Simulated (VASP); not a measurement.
# AlN (Fm-3m) in VASP: notebook, part 2 of 2

VASP 6.6.1. The steps go on from the part before.

### Step 3. Relaxation of cell and atoms, PBEsol, target pressure 14.5 GPa, at which the enthalpy is minimised

This run uses another cell than the first one, of 7.87 Å³/atom, 0.935 times its volume.

The input, INCAR:

```
SYSTEM = AlN
ALGO = Normal
EDIFF = 1E-7
EDIFFG = -0.002
ENCUT = 600
GGA = PS
GGA_COMPAT = .FALSE.
IBRION = 2
ISIF = 3
ISMEAR = 0
LASPH = .TRUE.
LCHARG = .FALSE.
LREAL = .FALSE.
LWAVE = .FALSE.
NELM = 120
NELMIN = 4
NSW = 80
PREC = Accurate
PSTRESS = 145.0
SIGMA = 0.01
```

The input, KPOINTS:

```
k-points
0
G
  10 10 10
  0 0 0
```

The input, POSCAR:

```
AlN
1.0
    0.0000000000      1.9892168054      1.9892168054
    1.9892168054      0.0000000000      1.9892168054
    1.9892168054      1.9892168054      0.0000000000
Al N
1 1
Direct
    0.5000000000      0.5000000000      0.5000000000
    0.0000000000      0.0000000000      0.0000000000
```

Potentials or basis: VASP PAW PBE potentials, release 64 (Al, N).

On the command line:

```
> cat potpaw_PBE.64/Al/POTCAR potpaw_PBE.64/N/POTCAR > POTCAR
> mpirun -np 1 vasp_std > vasp.out
```

OUTCAR:

```text
SYSTEM = AlN
   EDIFF = 1E-7
   EDIFFG = -0.002
   ENCUT = 600
   GGA = PS
   IBRION = 2
   ISIF = 3
   ISMEAR = 0
   LASPH = .TRUE.
   LREAL = .FALSE.
   NELM = 120
   NELMIN = 4
   NSW = 80
   PREC = Accurate
   PSTRESS = 145.0

 ion  position               nearest neighbor table
   1  0.500  0.500  0.500-   2 1.99   2 1.99   2 1.99   2 1.99   2 1.99   2 1.99
   2  0.000  0.000  0.000-   1 1.99   1 1.99   1 1.99   1 1.99   1 1.99   1 1.99

  LATTYP: Found a face centered cubic cell.
 ALAT       =     3.9784336108

  Lattice vectors:

 A1 = (   0.0000000000,   1.9892168054,   1.9892168054)
 A2 = (   1.9892168054,   0.0000000000,   1.9892168054)
 A3 = (   1.9892168054,   1.9892168054,   0.0000000000)

Analysis of symmetry for initial positions (statically):
=====================================================================
 Subroutine PRICEL returns:
 Original cell was already a primitive cell.

 Routine SETGRP: Setting up the symmetry group for a
 face centered cubic supercell.

 Subroutine GETGRP returns: Found 48 space group operations
 (whereof 48 operations were pure point group operations)
 out of a pool of 48 trial point group operations.

The static configuration has the point symmetry O_h .

Analysis of symmetry for dynamics (positions and initial velocities):
=====================================================================
 Subroutine PRICEL returns:
 Original cell was already a primitive cell.

 Routine SETGRP: Setting up the symmetry group for a
 face centered cubic supercell.

 Subroutine GETGRP returns: Found 48 space group operations
 (whereof 48 operations were pure point group operations)
 out of a pool of 48 trial point group operations.

The dynamic configuration has the point symmetry O_h .

 Subroutine INISYM returns: Found 48 space group operations
 (whereof 48 operations are pure point group operations),
 and found     1 'primitive' translations

----------------------------------------------------------------------------------------

                                     Primitive cell

  volume of cell :      15.7426

  direct lattice vectors                    reciprocal lattice vectors
     0.000000000  1.989216805  1.989216805    -0.251355206  0.251355206  0.251355206
     1.989216805  0.000000000  1.989216805     0.251355206 -0.251355206  0.251355206
     1.989216805  1.989216805  0.000000000     0.251355206  0.251355206 -0.251355206

  length of vectors
     2.813177385  2.813177385  2.813177385     0.435359988  0.435359988  0.435359988

  position of ions in fractional coordinates (direct lattice)
     0.500000000  0.500000000  0.500000000
     0.000000000  0.000000000  0.000000000

  ion indices of the primitive-cell ions
   primitive index   ion index
                 1           1
                 2           2

----------------------------------------------------------------------------------------

 KPOINTS: k-points

Automatic generation of k-mesh.
 Grid dimensions read from file:
 generate k-points for:   10   10   10

 Generating k-lattice:

  Cartesian coordinates                     Fractional coordinates (reciprocal lattice)
    -0.025135521  0.025135521  0.025135521     0.100000000  0.000000000  0.000000000
[... 43 lines left out ...]
   total plane-waves  NPLWV =  13824
   dimension x,y,z NGX =    24 NGY =   24 NGZ =   24
   dimension x,y,z NGXF=    48 NGYF=   48 NGZF=   48
   ions per type =               1   1
   NGX,Y,Z   is equivalent  to a cutoff of  14.18, 14.18, 14.18 a.u.
   NGXF,Y,Z  is equivalent  to a cutoff of  28.37, 28.37, 28.37 a.u.
 SYSTEM =  AlN
   PREC   = accura    normal or accurate (medium, high low for compatibility)
   ISTART =      0    job   : 0-new  1-cont  2-samecut
   ICHARG =      2    charge: 1-file 2-atom 10-const
   ISPIN  =      1    spin polarized calculation?
   LNONCOLLINEAR =      F non collinear calculations
   LSORBIT =      F    spin-orbit coupling
   LASPH  =      T    aspherical Exc in radial PAW
   ENCUT  =  600.0 eV  44.10 Ry    6.64 a.u.   5.62  5.62  5.62*2*pi/ulx,y,z
   NELM   =    120;   NELMIN=  4; NELMDL= -5     # of ELM steps
   EDIFF  = 0.1E-06   stopping-criterion for ELM
   LREAL  =      F    real-space projection
   EDIFFG = -.2E-02   stopping-criterion for IOM
   NSW    =     80    number of steps for IOM
   IBRION =      2    ionic relax: 0-MD 1-quasi-New 2-CG
   NFREE  =      1    steps in history (QN), initial steepest desc. (CG)
   ISIF   =      3    stress and relaxation
   ISYM   =      2    0-nonsym 1-usesym 2-fastsym
   POTIM  = 0.5000    time-step for ionic-motion
   TEBEG  =    0.0;   TEEND  =   0.0 temperature during run
   PSTRESS=  145.0 pullay stress
   NELECT =       8.0000    total number of electrons
   NUPDOWN=      -1.0000    fix difference up-down
   EMIN   =  10.00;   EMAX   =-10.00  energy-range for DOS
   EFERMI =   0.00;   METHOD = LEGACY
   ISMEAR =     0;   SIGMA  =   0.01  broadening in eV -4-tet -1-fermi 0-gaus
   EFERMI_NEDOS =   21; number of points for ismear=-14 and -15
   IALGO  =     38    algorithm
   IMIX   =      4    mixing-type and parameters
     AMIX     =   0.40;   BMIX     =  1.00
     AMIX_MAG =   1.60;   BMIX_MAG =  1.00
  volume/ion in A,a.u.               =       7.87        53.12
  Fermi-wavevector in a.u.,A,eV,Ry     =   1.306410  2.468756 23.221147  1.706706
  Thomas-Fermi vector in A             =   2.437214
   LORBIT       =      0    0 simple, 1 ext, 2 COOP (PROOUT), +10 PAW based schemes
   GGA     = PS    functional components
   LHFCALC =     F    Hartree Fock is set to
   AEXX    =    0.0000 exact exchange contribution
   IVDW    =     0    specifies the selected vdW correction
   LEPSILON=     F    determine dielectric tensor
   LRPA    =     F    only Hartree local field effects (RPA)
 conjugate gradient relaxation of ions
 non-spin polarized calculation
 Gauss-broadening in eV      SIGMA  =   0.01
  energy-cutoff  :      600.00
  volume of cell :       15.74
 maximum number of plane-waves:       544
   NGX = 11   NGY = 11   NGZ = 11

--------------------------------------- Ionic step        1  -------------------------------------------

 number of electron       8.0000000 magnetization

 Free energy of the ion-electron system (eV)
  ---------------------------------------------------
  ext. energy  EPLUGINS =         0.00000000
  ---------------------------------------------------
  free energy    TOTEN  =       -15.41542197 eV

  energy without entropy =      -15.41542197  energy(sigma->0) =      -15.41542197

------------------------ aborting loop because EDIFF is reached ----------------------------------------

  FORCE on cell =-STRESS in cart. coord.  units (eV):
  Direction    XX          YY          ZZ          XY          YZ          ZX
  --------------------------------------------------------------------------------------
  -------------------------------------------------------------------------------------
  Total        1.4025521      1.4025521      1.4025521     -0.0000000      0.0000000     -0.0000000
  in kB      142.7424765    142.7424765    142.7424765     -0.0000000      0.0000000     -0.0000000
  external PRESSURE =      -2.2575235 kB  Pullay stress =     145.0000000 kB
[... 63 lines left out ...]
--------------------------------------- Ionic step        3  -------------------------------------------

 number of electron       8.0000000 magnetization

 Free energy of the ion-electron system (eV)
  ---------------------------------------------------
  ext. energy  EPLUGINS =         0.00000000
  ---------------------------------------------------
  free energy    TOTEN  =       -15.41438588 eV

  energy without entropy =      -15.41438588  energy(sigma->0) =      -15.41438588

 E-fermi :  10.6571     XC(G=0): -12.6864

 val. band max:       10.5392931697   @ k =   0.0000   0.0000   0.0000
 cond. band min:      15.5744600820   @ k =   0.5000   0.5000   0.0000
 fundamental gap:      5.0351669124
 Fermi energy:        10.6570900476

 k-point     1 :       0.0000    0.0000    0.0000
  band No.  band energies     occupation
      1      -7.4698      2.00000
      2      10.5393      2.00000
      3      10.5393      2.00000
      4      10.5393      2.00000
      5      16.9354      0.00000
      6      22.7186      0.00000
      7      22.7186      0.00000
      8      22.7186      0.00000
[... 243 lines left out ...]
 k-point    24 :       0.4000    0.3000    0.0000
  band No.  band energies     occupation
      1      -4.2614      2.00000
      2       4.4531      2.00000
      3       7.5725      2.00000
      4       8.1237      2.00000
      5      16.8055      0.00000
      6      17.6269      0.00000
      7      23.2488      0.00000
      8      26.6745      0.00000

 [... further k-points ...]

------------------------ aborting loop because EDIFF is reached ----------------------------------------

  FORCE on cell =-STRESS in cart. coord.  units (eV):
  Direction    XX          YY          ZZ          XY          YZ          ZX
  --------------------------------------------------------------------------------------
  -------------------------------------------------------------------------------------
  Total        1.4246152      1.4246152      1.4246152     -0.0000000     -0.0000000     -0.0000000
  in kB      145.0942700    145.0942700    145.0942700     -0.0000000     -0.0000000     -0.0000000
  external PRESSURE =       0.0942700 kB  Pullay stress =     145.0000000 kB
[... 21 lines left out ...]
  energy  without entropy=      -15.4143858811  energy(sigma->0) =      -15.41438588

  enthalpy is  TOTEN    =       -13.9906963010 eV   P V=        1.4236895801

 reached required accuracy - stopping structural energy minimisation
```

OSZICAR:

```text
N       E                     dE             d eps       ncg     rms          rms(c)
DAV:   1     0.125354231123E+02    0.12535E+02   -0.46481E+03   760   0.104E+03
DAV:   2    -0.166456316161E+02   -0.29181E+02   -0.26779E+02  1048   0.150E+02
DAV:   3    -0.170801675839E+02   -0.43454E+00   -0.43454E+00   912   0.228E+01
[... 17 lines left out ...]
       N       E                     dE             d eps       ncg     rms          rms(c)
DAV:   1    -0.154144010578E+02   -0.12687E-02   -0.40755E-04   824   0.194E-01    0.272E-02
DAV:   2    -0.154143861755E+02    0.14882E-04   -0.69267E-05   824   0.638E-02    0.684E-03
DAV:   3    -0.154143859474E+02    0.22808E-06   -0.18348E-06   968   0.135E-02    0.222E-03
DAV:   4    -0.154143858811E+02    0.66315E-07   -0.43229E-08   392   0.233E-03
   3 F= -.13990696E+02 E0= -.13990696E+02  d E =-.828760E-05
```

It took 10 s on 1 thread of Intel Xeon Platinum 8259CL at 2.50GHz (Skylake/Cascade Lake), shared host; peak memory 0.13 GiB.

What came out:

```yaml
Free_energy: -15.4144 eV
Relaxed_volume: 7.87 Å³/atom
Relaxed_cell: a = 2.812 Å, b = 2.812 Å, c = 2.812 Å, α = 60.00°, β = 60.00°, γ = 60.00°
Space_group_after_relaxing_to_0.05_Å: Fm-3m (No. 225)
Energy_change_on_relaxing_the_enthalpy_is_what_falls: +0.5 meV/atom
Ionic_steps: 3
Pressure_after_relaxing: 14.5 GPa
Band_gap_on_the_k_mesh: 5.04 eV, indirect (least direct gap 6.40 eV)
```

The path:
```
step  energy change (eV)  largest force (eV/Å)  pressure (GPa)  volume (Å³)
   1              0.0000                0.0000           14.27        15.74
   2              0.0023                0.0000           14.79        15.72
   3              0.0010                0.0000           14.51        15.73
```

Final structure:
```
CELL_PARAMETERS angstrom
0.00000 1.98873 1.98873
1.98873 0.00000 1.98873
1.98873 1.98873 0.00000
ATOMIC_POSITIONS crystal
Al 0.50000 0.50000 0.50000
N 0.00000 0.00000 0.00000
```

Caveat: the cell is relaxed towards a set pressure, so the enthalpy falls and the energy may rise; the PAW data sets were made with another functional, which shifts forces and pressure a little.
